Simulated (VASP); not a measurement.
# Sb (Pm-3m) in VASP: settings compared

Sb is run at these levels: PBEsol-based global hybrid, PBE0; tasks: single point.

All numbers are computed with VASP 6.6.1; they aren't measurements. Logs are shortened: lines on timing, memory, paths and dates and some standing lists are left out, and cuts for length are marked.

### 1 The cell of the first run

Symmetry: Pm-3m, No. 221, cubic system. The conventional cell has a = 3.020 Å, b = 3.020 Å, c = 3.020 Å, α = 90.00°, β = 90.00°, γ = 90.00°. Sb (site symmetry m-3m) has 6 Sb at 3.02 Å within 4.0 Å.

### 2 Single point, PBEsol-based global hybrid

POSCAR reads:

```
Sb
1.0
    3.0202166809      0.0000000000      0.0000000000
    0.0000000000      3.0202166809      0.0000000000
    0.0000000000      0.0000000000      3.0202166809
Sb
1
Direct
    0.0000000000      0.0000000000      0.0000000000
```

INCAR.step1 reads:

```
SYSTEM = Sb
ALGO     = Normal         ! electronic algorithm
EDIFF    = 1E-5           ! SCF threshold, eV
ENCUT    = 520            ! plane-wave cutoff, eV
GGA      = PE             ! functional
ISIF     = 2              ! what is computed and relaxed
ISMEAR   = -1             ! smearing method
LASPH    = .TRUE.         ! aspherical terms in the spheres
LCHARG   = .FALSE.        ! write CHGCAR
LREAL    = .FALSE.        ! projectors in reciprocal space
LWAVE    = .TRUE.         ! write WAVECAR
NBANDS   = 8              ! bands
NELM     = 80             ! most SCF steps
PREC     = Accurate       ! precision mode
SIGMA    = 0.05           ! smearing width, eV
```

INCAR.step2 reads:

```
SYSTEM = Sb
AEXX     = 0.25           ! exact-exchange fraction
ALGO     = Normal         ! electronic algorithm
EDIFF    = 1E-6           ! SCF threshold, eV
ENCUT    = 520            ! plane-wave cutoff, eV
GGA      = PS             ! functional
ISIF     = 2              ! what is computed and relaxed
ISMEAR   = -1             ! smearing method
ISTART   = 1            
LASPH    = .TRUE.         ! aspherical terms in the spheres
LCHARG   = .FALSE.        ! write CHGCAR
LHFCALC  = .TRUE.         ! exact exchange
LREAL    = .FALSE.        ! projectors in reciprocal space
LWAVE    = .FALSE.        ! write WAVECAR
NBANDS   = 8              ! bands
NELM     = 80             ! most SCF steps
PREC     = Accurate       ! precision mode
PRECFOCK = Normal       
SIGMA    = 0.05           ! smearing width, eV
```

KPOINTS reads:

```
k-points
0
G
  4 4 4
  0 0 0
```

Potentials or basis: VASP PAW PBE potentials, release 64 (Sb).

Launch:

```
$ cat potpaw_PBE.64/Sb/POTCAR > POTCAR
$ cp INCAR.step1 INCAR
$ mpirun -np 1 vasp_std > vasp.out
$ cp INCAR.step2 INCAR
$ mpirun -np 1 vasp_std > vasp.out
```

OUTCAR:

```text
SYSTEM = Sb
   AEXX = 0.25
   EDIFF = 1E-6
   ENCUT = 520
   GGA = PS
   ISIF = 2
   ISMEAR = -1
   ISTART = 1
   LASPH = .TRUE.
   LHFCALC = .TRUE.
   LREAL = .FALSE.
   NELM = 80
   PREC = Accurate
   PRECFOCK = Normal

 ion  position               nearest neighbor table
   1  0.000  0.000  0.000-

  LATTYP: Found a simple cubic cell.
 ALAT       =     3.0202166809

  Lattice vectors:

 A1 = (   3.0202166809,   0.0000000000,   0.0000000000)
 A2 = (   0.0000000000,   3.0202166809,   0.0000000000)
 A3 = (   0.0000000000,   0.0000000000,   3.0202166809)

Analysis of symmetry for initial positions (statically):
=====================================================================
 Subroutine PRICEL returns:
 Original cell was already a primitive cell.

 Routine SETGRP: Setting up the symmetry group for a
 simple cubic supercell.

 Subroutine GETGRP returns: Found 48 space group operations
 (whereof 48 operations were pure point group operations)
 out of a pool of 48 trial point group operations.

The static configuration has the point symmetry O_h .

Analysis of symmetry for dynamics (positions and initial velocities):
=====================================================================
 Subroutine PRICEL returns:
 Original cell was already a primitive cell.

 Routine SETGRP: Setting up the symmetry group for a
 simple cubic supercell.

 Subroutine GETGRP returns: Found 48 space group operations
 (whereof 48 operations were pure point group operations)
 out of a pool of 48 trial point group operations.

The dynamic configuration has the point symmetry O_h .

 Subroutine INISYM returns: Found 48 space group operations
 (whereof 48 operations are pure point group operations),
 and found     1 'primitive' translations

----------------------------------------------------------------------------------------

                                     Primitive cell

  volume of cell :      27.5495

  direct lattice vectors                    reciprocal lattice vectors
     3.020216681  0.000000000  0.000000000     0.331102072  0.000000000  0.000000000
     0.000000000  3.020216681  0.000000000     0.000000000  0.331102072  0.000000000
     0.000000000  0.000000000  3.020216681     0.000000000  0.000000000  0.331102072

  length of vectors
     3.020216681  3.020216681  3.020216681     0.331102072  0.331102072  0.331102072

  position of ions in fractional coordinates (direct lattice)
     0.000000000  0.000000000  0.000000000

  ion indices of the primitive-cell ions
   primitive index   ion index
                 1           1

----------------------------------------------------------------------------------------

 KPOINTS: k-points

Automatic generation of k-mesh.
 Grid dimensions read from file:
 generate k-points for:    4    4    4

 Generating k-lattice:

  Cartesian coordinates                     Fractional coordinates (reciprocal lattice)
     0.082775518  0.000000000  0.000000000     0.250000000  0.000000000  0.000000000
     0.000000000  0.082775518  0.000000000     0.000000000  0.250000000  0.000000000
     0.000000000  0.000000000  0.082775518     0.000000000  0.000000000  0.250000000

  Length of vectors
     0.082775518  0.082775518  0.082775518

  Shift w.r.t. Gamma in fractional coordinates (k-lattice)
     0.000000000  0.000000000  0.000000000

 Subroutine IBZKPT returns following result:
 ===========================================

 Found     10 irreducible k-points:

 Following reciprocal coordinates:
            Coordinates               Weight
  0.000000  0.000000  0.000000      1.000000
  0.250000  0.000000  0.000000      6.000000
  0.500000  0.000000  0.000000      3.000000
  0.250000  0.250000  0.000000     12.000000
  0.500000  0.250000  0.000000     12.000000
  0.500000  0.500000  0.000000      3.000000
  0.250000  0.250000  0.250000      8.000000
  0.500000  0.250000  0.250000     12.000000
  0.500000  0.500000  0.250000      6.000000
  0.500000  0.500000  0.500000      1.000000
   k-points           NKPTS =     10   k-points in BZ     NKDIM =     64   number of bands    NBANDS=      8
   number of dos      NEDOS =    301   number of ions     NIONS =      1
   total plane-waves  NPLWV =  13824
   dimension x,y,z NGX =    24 NGY =   24 NGZ =   24
   dimension x,y,z NGXF=    48 NGYF=   48 NGZF=   48
   ions per type =               1
   NGX,Y,Z   is equivalent  to a cutoff of  13.21, 13.21, 13.21 a.u.
   NGXF,Y,Z  is equivalent  to a cutoff of  26.42, 26.42, 26.42 a.u.
 SYSTEM =  Sb
   PREC   = accura    normal or accurate (medium, high low for compatibility)
   ISTART =      1    job   : 0-new  1-cont  2-samecut
   ICHARG =      0    charge: 1-file 2-atom 10-const
   ISPIN  =      1    spin polarized calculation?
   LNONCOLLINEAR =      F non collinear calculations
   LSORBIT =      F    spin-orbit coupling
   LASPH  =      T    aspherical Exc in radial PAW
   ENCUT  =  520.0 eV  38.22 Ry    6.18 a.u.   5.62  5.62  5.62*2*pi/ulx,y,z
   NELM   =     80;   NELMIN=  2; NELMDL=  0     # of ELM steps
   EDIFF  = 0.1E-05   stopping-criterion for ELM
   LREAL  =      F    real-space projection
   EDIFFG = 0.1E-04   stopping-criterion for IOM
   NSW    =      0    number of steps for IOM
   IBRION =     -1    ionic relax: 0-MD 1-quasi-New 2-CG
   NFREE  =      0    steps in history (QN), initial steepest desc. (CG)
   ISIF   =      2    stress and relaxation
   ISYM   =      3    0-nonsym 1-usesym 2-fastsym
   POTIM  = 0.5000    time-step for ionic-motion
   TEBEG  =    0.0;   TEEND  =   0.0 temperature during run
   PSTRESS=    0.0 pullay stress
   NELECT =       5.0000    total number of electrons
   NUPDOWN=      -1.0000    fix difference up-down
   EMIN   =  10.00;   EMAX   =-10.00  energy-range for DOS
   EFERMI =   0.00;   METHOD = LEGACY
   ISMEAR =    -1;   SIGMA  =   0.05  broadening in eV -4-tet -1-fermi 0-gaus
   EFERMI_NEDOS =   21; number of points for ismear=-14 and -15
   IALGO  =     38    algorithm
   IMIX   =      1    mixing-type and parameters
     AMIX     =   0.40;   BMIX     =  1.00
     AMIX_MAG =   1.60;   BMIX_MAG =  1.00
  volume/ion in A,a.u.               =      27.55       185.91
  Fermi-wavevector in a.u.,A,eV,Ry     =   0.926887  1.751562 11.689027  0.859119
  Thomas-Fermi vector in A             =   2.052897
   LORBIT       =      0    0 simple, 1 ext, 2 COOP (PROOUT), +10 PAW based schemes
   GGA     = PS    functional components
   LHFCALC =     T    Hartree Fock is set to
   PRECFOCK=normal    Normal, Fast or Accurate (Low or Medium for compatibility)
   ENCUT4O =  -1.0   cutoff for four orbital integrals eV
   NKREDX  =     1    reduce k-point grid by
   NKREDY  =     1    reduce k-point grid by
   NKREDZ  =     1    reduce k-point grid by
   AEXX    =    0.2500 exact exchange contribution
   HFSCREEN=    0.0000 screening length (either q_TF or 0.3 A-1)
   HFSCREENC=   0.0000 screening length for correlation (either q_TF or 0.3 A-1)
   ENCUTFOCK=  -1.0 apply spherical cutoff to Coloumb kernel
   IVDW    =     0    specifies the selected vdW correction
   LEPSILON=     F    determine dielectric tensor
   LRPA    =     F    only Hartree local field effects (RPA)
 non-spin polarized calculation
  energy-cutoff  :      520.00
  volume of cell :       27.55
 maximum number of plane-waves:       768
 NGX is ok and might be reduce to    24
  NGX = 18; NGY = 18; NGZ = 18

 number of electron       5.0000000 magnetization

 Free energy of the ion-electron system (eV)
  ---------------------------------------------------
  ext. energy  EPLUGINS =         0.00000000
  ---------------------------------------------------
  free energy    TOTEN  =        -5.51884592 eV

  energy without entropy =       -5.51037228  energy(sigma->0) =       -5.51460910

 E-fermi :   8.3534     XC(G=0):  -7.9919

 val. band max:        6.6718318394   @ k =   0.2500   0.2500   0.2500
 cond. band min:       8.4339513318   @ k =   0.5000   0.2500   0.0000
 fundamental gap:      1.7621194924
 Fermi energy:         8.3534167000

 k-point     1 :       0.0000    0.0000    0.0000
  band No.  band energies     occupation
      1      -7.0820      2.00000
      2      12.1466      0.00000
      3      12.1466      0.00000
      4      12.1466      0.00000
      5      15.6910      0.00000
      6      15.6910      0.00000
      7      17.6202      0.00000
      8      27.0868      0.00000

 k-point     2 :       0.2500    0.0000    0.0000
  band No.  band energies     occupation
      1      -6.0236      2.00000
      2       4.9214      2.00000
      3      13.1796      0.00000
      4      13.1796      0.00000
      5      16.4953      0.00000
      6      17.7548      0.00000
      7      23.3847      0.00000
      8      23.4608      0.00000

 k-point     3 :       0.5000    0.0000    0.0000
  band No.  band energies     occupation
      1      -4.0524      2.00000
      2       0.4217      2.00000
      3      14.7384      0.00000
      4      14.7384      0.00000
      5      18.0877      0.00000
      6      19.9121      0.00000
      7      20.6837      0.00000
      8      20.7702      0.00000

 k-point     4 :       0.2500    0.2500    0.0000
  band No.  band energies     occupation
      1      -4.9557      2.00000
      2       5.6320      2.00000
      3       6.4435      2.00000
      4      14.2266      0.00000
      5      17.1332      0.00000
      6      18.3086      0.00000
      7      23.4899      0.00000
      8      24.0397      0.00000

 k-point     5 :       0.5000    0.2500    0.0000
  band No.  band energies     occupation
      1      -2.9419      2.00000
      2       1.4478      2.00000
      3       8.4340      0.33298
      4      13.8386      0.00000
      5      15.7964      0.00000
      6      20.1910      0.00000
      7      21.2828      0.00000
      8      21.4071      0.00000

 k-point     6 :       0.5000    0.5000    0.0000
  band No.  band energies     occupation
      1      -0.6420      2.00000
      2       3.0200      2.00000
      3       3.0200      2.00000
      4      10.4162      0.00000
      5      17.3569      0.00000
      6      22.5680      0.00000
      7      22.8530      0.00000
      8      22.8533      0.00000

 k-point     7 :       0.2500    0.2500    0.2500
  band No.  band energies     occupation
      1      -3.8809      2.00000
      2       6.6718      2.00000
      3       6.6718      2.00000
      4       8.7682      0.00050
      5      18.0141      0.00000
      6      18.5011      0.00000
      7      18.5011      0.00000
      8      24.2567      0.00000

 k-point     8 :       0.5000    0.2500    0.2500
  band No.  band energies     occupation
      1      -1.8266      2.00000
      2       2.4662      2.00000
      3       8.9405      0.00002
      4      10.4010      0.00000
      5      14.3346      0.00000
      6      15.2752      0.00000
      7      20.0209      0.00000
      8      23.1476      0.00000

 k-point     9 :       0.5000    0.5000    0.2500
  band No.  band energies     occupation
      1       0.5042      2.00000
      2       4.0024      2.00000
      3       4.0024      2.00000
      4      11.3798      0.00000
      5      11.4899      0.00000
      6      16.6409      0.00000
      7      16.6409      0.00000
      8      19.6024      0.00000

 k-point    10 :       0.5000    0.5000    0.5000
  band No.  band energies     occupation
      1       3.2669      2.00000
      2       5.4212      2.00000
      3       5.4212      2.00000
      4       5.4212      2.00000
      5      13.4399      0.00000
      6      13.4399      0.00000
      7      13.4399      0.00000
      8      15.6314      0.00000

------------------------ aborting loop because EDIFF is reached ----------------------------------------

  FORCE on cell =-STRESS in cart. coord.  units (eV):
  Direction    XX          YY          ZZ          XY          YZ          ZX
  --------------------------------------------------------------------------------------
  -------------------------------------------------------------------------------------
  Total       -0.2236217     -0.2236217     -0.2236217     -0.0000000     -0.0000000     -0.0000000
  in kB      -13.0049941    -13.0049941    -13.0049941     -0.0000000     -0.0000000     -0.0000000
  external PRESSURE =     -13.0049941 kB  Pullay stress =       0.0000000 kB

 VOLUME and BASIS-vectors are now :
 -----------------------------------------------------------------------------
  energy-cutoff  :      520.00
  volume of cell :       27.55
      direct lattice vectors                 reciprocal lattice vectors
     3.020216681  0.000000000  0.000000000     0.331102072  0.000000000  0.000000000
     0.000000000  3.020216681  0.000000000     0.000000000  0.331102072  0.000000000
     0.000000000  0.000000000  3.020216681     0.000000000  0.000000000  0.331102072

 POSITION                                       TOTAL-FORCE (eV/Angst)
 -----------------------------------------------------------------------------------
      0.00000      0.00000      0.00000         0.000000      0.000000      0.000000
 -----------------------------------------------------------------------------------
    total drift:                               -0.000000     -0.000000     -0.000000

  FREE ENERGIE OF THE ION-ELECTRON SYSTEM (eV)
  ---------------------------------------------------
  free  energy   TOTEN  =        -5.5188459249 eV

  energy  without entropy=       -5.5103722838  energy(sigma->0) =       -5.51460910
```

It took 52 s on 1 thread of AMD EPYC 7R43 (Zen 3), shared host; peak memory 0.11 GiB.

What came out:

| Item | Value |
| --- | --- |
| Free energy | -5.5188 eV |
| Pressure | -1.3 GPa |

Caveat: the k points lie up to 0.52 Å⁻¹ apart; the PAW data sets were made with another functional, which shifts forces and pressure a little; spin-orbit coupling is left out, which moves the levels of the heavy elements.

### 3 Single point, PBE0

This run uses another cell than the first one, of 31.55 Å³/atom, 1.145 times its volume.

POSCAR reads:

```
Sb
1.0
    3.1600000000      0.0000000000      0.0000000000
    0.0000000000      3.1600000000      0.0000000000
    0.0000000000      0.0000000000      3.1600000000
Sb
1
Direct
    0.0000000000      0.0000000000      0.0000000000
```

INCAR.step1 reads:

```
PREC = Accurate
ENCUT = 520
EDIFF = 1E-5
ISMEAR = -1
SIGMA = 0.05
LREAL = F
LASPH = T
NELM = 60
ALGO = Normal
ISIF = 2
LWAVE = T
LCHARG = F
NBANDS = 8
GGA = PE
```

INCAR.step2 reads:

```
PREC = Accurate
ENCUT = 520
EDIFF = 1E-6
ISMEAR = -1
SIGMA = 0.05
LREAL = F
LASPH = T
NELM = 60
ALGO = Normal
ISIF = 2
LWAVE = F
LCHARG = F
GGA = PE
LHFCALC = T
AEXX = 0.25
PRECFOCK = Normal
NBANDS = 8
ISTART = 1
```

KPOINTS reads:

```
Automatic mesh
0
Gamma
  4 4 4
```

Potentials or basis: VASP PAW PBE potentials, release 64 (Sb).

Launch:

```
$ cat potpaw_PBE.64/Sb/POTCAR > POTCAR
$ cp INCAR.step1 INCAR
$ mpirun -np 1 vasp_std > vasp.out
$ cp INCAR.step2 INCAR
$ mpirun -np 1 vasp_std > vasp.out
```

It took 70 s on 1 thread of AMD EPYC 7R43 (Zen 3), shared host; peak memory 0.11 GiB.

The run converged. Its results:

* Free energy: -5.1098 eV
* Pressure: -6.6 GPa

Levels at points of the mesh, in eV from the Fermi level:
| k point | band 1 | band 2 | band 3 | band 4 | band 5 | band 6 | band 7 |
| --- | --- | --- | --- | --- | --- | --- | --- |
| (0.00, 0.00, 0.00) | -14.18 | 3.51 | 3.51 | 3.51 | 7.27 | 7.27 | 8.53 |
| (0.50, 0.00, 0.00) | -11.69 | -6.78 | 5.62 | 5.62 | 9.40 | 11.25 | 11.89 |
| (0.50, 0.50, 0.00) | -8.93 | -4.55 | -4.55 | 2.69 | 7.67 | 13.16 | 13.83 |
| (0.50, 0.50, 0.50) | -5.87 | -2.52 | -2.52 | -2.52 | 5.37 | 5.37 | 5.37 |

Caveat: the k points lie up to 0.50 Å⁻¹ apart; the PAW data sets were made with another functional, which shifts forces and pressure a little; spin-orbit coupling is left out, which moves the levels of the heavy elements.
